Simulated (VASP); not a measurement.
Set up this calculation in VASP 6.6.1, as the native input.

```yaml
Task: single point
Functional: PBE
Potentials_or_basis: VASP PAW PBE potentials, release 64 (In_d, O)
Cutoff: 520 eV
k_mesh: 4 × 4 × 4
Occupations: gaussian, width 0.1 eV
Spin: no spin polarisation
Dipole_correction: no
Further_INCAR_settings: ALGO = Normal; EDIFF = 1e-06; NBANDS = 37
```

The structure of In4O lies in POSCAR:

```
In4O
1.0
   -3.2593506805      3.2593506805      3.2593506805
    3.2593506805     -3.2593506805      3.2593506805
    3.2593506805      3.2593506805     -3.2593506805
In O
4 1
Direct
    0.4013676457      0.4013676457      0.4013676457
    0.5986323543      0.0000000000      0.0000000000
    0.0000000000      0.0000000000      0.5986323543
    0.0000000000      0.5986323543      0.0000000000
    0.0000000000      0.0000000000      0.0000000000
```

The cell was built from a structure type or drawn by symmetry, and may not be a known phase.

These files were run (other wordings do the same):

INCAR

```
ALGO = Normal
EDIFF = 1E-6
ENCUT = 520
GGA = PE
ISIF = 2
ISMEAR = 0
LASPH = True
LCHARG = True
LELF = True
LREAL = False
LVHAR = True
LWAVE = False
NBANDS = 37
NELM = 60
PREC = Accurate
SIGMA = 0.1
```

KPOINTS

```
k-points
0
Gamma
  4 4 4
```

Potentials or basis: VASP PAW PBE potentials, release 64 (In_d, O).

Run with:

```sh
$ cat potpaw_PBE.64/In_d/POTCAR potpaw_PBE.64/O/POTCAR > POTCAR
$ mpirun -np 1 vasp_std > vasp.out
```

It gave:

```json
{"Pressure": "-0.2 GPa", "Band gap on the k mesh": "zero (bands 29 and 30 overlap by 3.44 eV)"}
```

Caveat: spin-orbit coupling is left out, which moves the levels of the heavy elements.

Run time: 57 s on 1 thread of Intel(R) Xeon(R) Platinum 8488C (Sapphire Rapids), with other jobs on the host, peak memory 0.26 GiB.
